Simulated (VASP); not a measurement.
# KSb2O5 (P6/mmm) in VASP: a series of runs

The runs below take KSb2O5 through single point, relaxation of cell and atoms, with PBE.

All numbers are computed with VASP 6.6.1; they aren't measurements. Logs are shortened: lines on timing, memory, paths and dates and some standing lists are left out, and cuts for length are marked.

## 1. The cell of the first run

Symmetry: P6/mmm, No. 191, hexagonal system. The conventional cell has a = 6.848 Å, b = 6.848 Å, c = 4.009 Å, α = 90.00°, β = 90.00°, γ = 120.00°. K (site symmetry 6/mmm) has 18 O at 3.95 to 3.97 Å and 2 K at 4.01 Å and 12 Sb at 4.43 Å within 5.2 Å. Sb (site symmetry -6m2) has 5 O at 1.98 to 2.00 Å within 2.6 Å. O (site symmetry -6m2) has 2 Sb at 2.00 Å within 2.7 Å. O (site symmetry mmm) has 2 Sb at 1.98 Å within 2.6 Å.

The cell was built from a structure type or drawn by symmetry, and may not be a known phase.

## 2. Single point, PBE

INCAR

```
SYSTEM = KSb2O5
PREC = Accurate
ENCUT = 520
EDIFF = 1E-6
ISMEAR = 0
SIGMA = 0.1
LREAL = .FALSE.
LASPH = .TRUE.
NELM = 60
ALGO = Normal
ISIF = 2
LWAVE = .FALSE.
LCHARG = .FALSE.
GGA = PE
NBANDS = 34
```

KPOINTS

```
Automatic mesh
0
G
  6 6 10
  0 0 0
```

POSCAR

```
KSb2O5
1.0
    6.8484595172      0.0000000000      0.0000000000
   -3.4242297586      5.9309399187      0.0000000000
    0.0000000000      0.0000000000      4.0088276053
K Sb O
1 2 5
Direct
    0.0000000000      0.0000000000      0.0000000000
    0.3333333333      0.6666666667      0.5000000000
    0.6666666667      0.3333333333      0.5000000000
    0.3333333333      0.6666666667      0.0000000000
    0.0000000000      0.5000000000      0.5000000000
    0.5000000000      0.5000000000      0.5000000000
    0.5000000000      0.0000000000      0.5000000000
    0.6666666667      0.3333333333      0.0000000000
```

Potentials or basis: VASP PAW PBE potentials, release 64 (K_sv, Sb, O).

Run with:

```
$ cat potpaw_PBE.64/K_sv/POTCAR potpaw_PBE.64/Sb/POTCAR potpaw_PBE.64/O/POTCAR > POTCAR
$ mpirun -np 1 vasp_std > vasp.out
```

OUTCAR:

```text
SYSTEM = KSb2O5
   PREC = Accurate
   ENCUT = 520
   EDIFF = 1E-6
   ISMEAR = 0
   LREAL = .FALSE.
   LASPH = .TRUE.
   NELM = 60
   ISIF = 2
   GGA = PE

 ion  position               nearest neighbor table
   1  0.000  0.000  0.000-
   2  0.333  0.667  0.500-   5 1.98   7 1.98   6 1.98   4 2.00   4 2.00
   3  0.667  0.333  0.500-   5 1.98   7 1.98   6 1.98   8 2.00   8 2.00
   4  0.333  0.667  0.000-   2 2.00   2 2.00
   5  0.000  0.500  0.500-   2 1.98   3 1.98
   6  0.500  0.500  0.500-   2 1.98   3 1.98
   7  0.500  0.000  0.500-   2 1.98   3 1.98
   8  0.667  0.333  0.000-   3 2.00   3 2.00

  LATTYP: Found a hexagonal cell.
 ALAT       =     6.8484595172
 C/A-ratio  =     0.5853619482

  Lattice vectors:

 A1 = (   6.8484595172,   0.0000000000,   0.0000000000)
 A2 = (  -3.4242297586,   5.9309399187,   0.0000000000)
 A3 = (   0.0000000000,   0.0000000000,   4.0088276053)

Analysis of symmetry for initial positions (statically):
=====================================================================
 Subroutine PRICEL returns:
 Original cell was already a primitive cell.

 Routine SETGRP: Setting up the symmetry group for a
 hexagonal supercell.

 Subroutine GETGRP returns: Found 24 space group operations
 (whereof 24 operations were pure point group operations)
 out of a pool of 24 trial point group operations.

The static configuration has the point symmetry D_6h.

Analysis of symmetry for dynamics (positions and initial velocities):
=====================================================================
 Subroutine PRICEL returns:
 Original cell was already a primitive cell.

 Routine SETGRP: Setting up the symmetry group for a
 hexagonal supercell.

 Subroutine GETGRP returns: Found 24 space group operations
 (whereof 24 operations were pure point group operations)
 out of a pool of 24 trial point group operations.

The dynamic configuration has the point symmetry D_6h.

 Subroutine INISYM returns: Found 24 space group operations
 (whereof 24 operations are pure point group operations),
 and found     1 'primitive' translations

----------------------------------------------------------------------------------------

                                     Primitive cell

[... 104 lines left out ...]
   EDIFFG = 0.1E-04   stopping-criterion for IOM
   NSW    =      0    number of steps for IOM
   IBRION =     -1    ionic relax: 0-MD 1-quasi-New 2-CG
   NFREE  =      0    steps in history (QN), initial steepest desc. (CG)
   ISIF   =      2    stress and relaxation
   ISYM   =      2    0-nonsym 1-usesym 2-fastsym
   POTIM  = 0.5000    time-step for ionic-motion
   TEBEG  =    0.0;   TEEND  =   0.0 temperature during run
   PSTRESS=    0.0 pullay stress
   NELECT =      49.0000    total number of electrons
   NUPDOWN=      -1.0000    fix difference up-down
   EMIN   =  10.00;   EMAX   =-10.00  energy-range for DOS
   EFERMI =   0.00;   METHOD = LEGACY
   ISMEAR =     0;   SIGMA  =   0.10  broadening in eV -4-tet -1-fermi 0-gaus
   EFERMI_NEDOS =   21; number of points for ismear=-14 and -15
   IALGO  =     38    algorithm
   IMIX   =      4    mixing-type and parameters
     AMIX     =   0.40;   BMIX     =  1.00
     AMIX_MAG =   1.60;   BMIX_MAG =  1.00
  volume/ion in A,a.u.               =      20.35       137.35
  Fermi-wavevector in a.u.,A,eV,Ry     =   1.097056  2.073136 16.375055  1.203533
  Thomas-Fermi vector in A             =   2.233409
   LORBIT       =      0    0 simple, 1 ext, 2 COOP (PROOUT), +10 PAW based schemes
   GGA     = PE    functional components
   LHFCALC =     F    Hartree Fock is set to
   AEXX    =    0.0000 exact exchange contribution
   IVDW    =     0    specifies the selected vdW correction
   LEPSILON=     F    determine dielectric tensor
   LRPA    =     F    only Hartree local field effects (RPA)
 non-spin polarized calculation
 Gauss-broadening in eV      SIGMA  =   0.10
  energy-cutoff  :      520.00
  volume of cell :      162.83
 maximum number of plane-waves:      4413
 NGX is ok and might be reduce to    54
   NGX = 25   NGY = 25   NGZ = 15

 number of electron      49.0000001 magnetization

 Free energy of the ion-electron system (eV)
  ---------------------------------------------------
  ext. energy  EPLUGINS =         0.00000000
  ---------------------------------------------------
  free energy    TOTEN  =       -43.35198808 eV

  energy without entropy =      -43.34875466  energy(sigma->0) =      -43.35037137

 E-fermi :   2.9851     XC(G=0):  -8.1181

 val. band max:        2.8890695306   @ k =   0.0000   0.0000   0.3000
 cond. band min:       2.9881204776   @ k =   0.3333   0.3333   0.0000
 fundamental gap:      0.0990509470
 Fermi energy:         2.9851340051

 k-point     1 :       0.0000    0.0000    0.0000
  band No.  band energies     occupation
      1     -29.2591      2.00000
      2     -17.1040      2.00000
      3     -15.6630      2.00000
      4     -15.6630      2.00000
      5     -15.3642      2.00000
      6     -14.2239      2.00000
[... 877 lines left out ...]
     33       8.4739      0.00000
     34       8.7675      0.00000

 [... further k-points ...]

------------------------ aborting loop because EDIFF is reached ----------------------------------------

  FORCE on cell =-STRESS in cart. coord.  units (eV):
  Direction    XX          YY          ZZ          XY          YZ          ZX
  --------------------------------------------------------------------------------------
  -------------------------------------------------------------------------------------
  Total       -0.0399522     -0.0399522     -0.0924848      0.0000000      0.0000000      0.0000000
  in kB       -0.3931132     -0.3931132     -0.9100119      0.0000000      0.0000000      0.0000000
  external PRESSURE =      -0.5654128 kB  Pullay stress =       0.0000000 kB

 VOLUME and BASIS-vectors are now :
 -----------------------------------------------------------------------------
  energy-cutoff  :      520.00
  volume of cell :      162.83
      direct lattice vectors                 reciprocal lattice vectors
     6.848459517  0.000000000  0.000000000     0.146018239  0.084303670  0.000000000
    -3.424229759  5.930939919  0.000000000     0.000000000  0.168607339  0.000000000
     0.000000000  0.000000000  4.008827605     0.000000000  0.000000000  0.249449490

 POSITION                                       TOTAL-FORCE (eV/Angst)
 -----------------------------------------------------------------------------------
      0.00000      0.00000      0.00000        -0.000000      0.000000     -0.000000
     -0.00000      3.95396      2.00441        -0.000000     -0.000000      0.000000
      3.42423      1.97698      2.00441         0.000000      0.000000     -0.000000
     -0.00000      3.95396      0.00000        -0.000000      0.000000      0.000000
     -1.71211      2.96547      2.00441        -0.000000      0.000000     -0.000000
      1.71211      2.96547      2.00441        -0.000000      0.000000     -0.000000
      3.42423      0.00000      2.00441        -0.000000      0.000000     -0.000000
      3.42423      1.97698      0.00000         0.000000      0.000000     -0.000000
 -----------------------------------------------------------------------------------
    total drift:                               -0.000000      0.000000      0.000000

  FREE ENERGIE OF THE ION-ELECTRON SYSTEM (eV)
  ---------------------------------------------------
  free  energy   TOTEN  =       -43.3519880758 eV

  energy  without entropy=      -43.3487546603  energy(sigma->0) =      -43.35037137
```

It took 2.8 min on 1 thread of AMD EPYC 9R45 (Zen 5), shared host; peak memory 0.38 GiB.

What came out:

| Property | Result |
| --- | --- |
| Free energy | -43.3520 eV |
| Pressure | -0.1 GPa |
| Band gap on the k mesh | zero (an odd number of electrons rules out a gap without spin polarisation) |

Levels at points of the mesh, in eV from the Fermi level:
```tsv
k point	band 21	band 22	band 23	band 24	band 25	band 26	band 27	band 28
(0.00, 0.00, 0.00)	-2.80	-2.80	-2.30	-2.02	-2.02	1.07	2.94	3.75
(0.50, 0.00, 0.00)	-2.53	-2.45	-2.43	-2.06	-0.82	0.85	1.73	4.26
(0.00, 0.00, 0.50)	-2.38	-2.38	-1.30	-1.30	1.40	2.92	2.92	3.71
(0.50, 0.00, 0.50)	-2.33	-1.97	-1.71	-1.33	1.73	2.70	3.34	4.14
```

Caveat: spin-orbit coupling is left out, which moves the levels of the heavy elements; an odd number of electrons without spin polarisation forces a metal; a magnetic or distorted state may lie lower.

## 3. Relaxation of cell and atoms, PBE

INCAR

```
SYSTEM = KSb2O5
PREC = Accurate ; ENCUT = 600
EDIFF = 1E-6 ; ISMEAR = 0
SIGMA = 0.1 ; LREAL = .False.
LASPH = .True. ; NELM = 60
ALGO = Normal ; ISIF = 3
LWAVE = .False. ; LCHARG = .False.
GGA = PE ; IBRION = 2
NSW = 100 ; EDIFFG = -0.01
```

KPOINTS

```
regular mesh
0
Gamma
  6 6 10
  0 0 0
```

POSCAR: that of step 2 with these lines changed.

```diff
@@ -2,5 +2,5 @@
 1.0
-    6.8484595172      0.0000000000      0.0000000000
-   -3.4242297586      5.9309399187      0.0000000000
-    0.0000000000      0.0000000000      4.0088276053
+    6.8428418259      0.0000000000      0.0000000000
+   -3.4214209129      5.9260748553      0.0000000000
+    0.0000000000      0.0000000000      4.0127711619
 K Sb O
```

Potentials or basis: VASP PAW PBE potentials, release 64 (K_sv, Sb, O).

Run with:

```
$ cat potpaw_PBE.64/K_sv/POTCAR potpaw_PBE.64/Sb/POTCAR potpaw_PBE.64/O/POTCAR > POTCAR
$ mpirun -np 1 vasp_std > vasp.out
```

It took 4.9 min on 1 thread of AMD EPYC 9R45 (Zen 5), shared host; peak memory 0.44 GiB.

It converged, with:

- Free energy: -43.3642 eV
- Relaxed volume: 20.31 Å³/atom
- Relaxed cell: a = 6.844 Å, b = 6.844 Å, c = 4.006 Å, α = 90.00°, β = 90.00°, γ = 120.00°
- Space group after relaxing (to 0.1 Å): P6/mmm (No. 191)
- Energy gained by relaxing: 0.0 meV/atom
- Ionic steps: 3
- Pressure after relaxing: 0.0 GPa
- Band gap on the k mesh: zero (an odd number of electrons rules out a gap without spin polarisation)

The path:
| step | energy change (eV) | largest force (eV/Å) | pressure (GPa) | volume (Å³) |
| --- | --- | --- | --- | --- |
| 1 | 0.0000 | 0.0000 | -0.12 | 162.72 |
| 2 | -0.0002 | 0.0000 | 0.13 | 162.36 |
| 3 | -0.0004 | 0.0000 | 0.02 | 162.50 |

Final structure:
```
K Sb O
1.0
     6.84379    0.00000    0.00000
    -3.42189    5.92689    0.00000
     0.00000    0.00000    4.00616
K Sb O
1 2 5
Direct
  0.00000 0.00000 0.00000
  0.33333 0.66667 0.50000
  0.66667 0.33333 0.50000
  0.33333 0.66667 0.00000
  0.00000 0.50000 0.50000
  0.50000 0.50000 0.50000
  0.50000 0.00000 0.50000
  0.66667 0.33333 0.00000
```

Levels at points of the mesh, in eV from the Fermi level:
```csv
k point,band 20,band 21,band 22,band 23,band 24,band 25,band 26,band 27,band 28,band 29
"(0.00, 0.00, 0.00)",-3.04,-2.82,-2.82,-2.32,-2.04,-2.04,1.05,2.94,3.75,3.75
"(0.50, 0.00, 0.00)",-2.64,-2.55,-2.47,-2.45,-2.08,-0.82,0.85,1.72,4.25,4.26
"(0.00, 0.00, 0.50)",-3.06,-2.40,-2.40,-1.32,-1.32,1.40,2.92,2.92,3.70,4.08
"(0.50, 0.00, 0.50)",-3.24,-2.35,-1.99,-1.72,-1.35,1.73,2.70,3.33,4.13,4.20
```

Caveat: spin-orbit coupling is left out, which moves the levels of the heavy elements; an odd number of electrons without spin polarisation forces a metal; a magnetic or distorted state may lie lower.
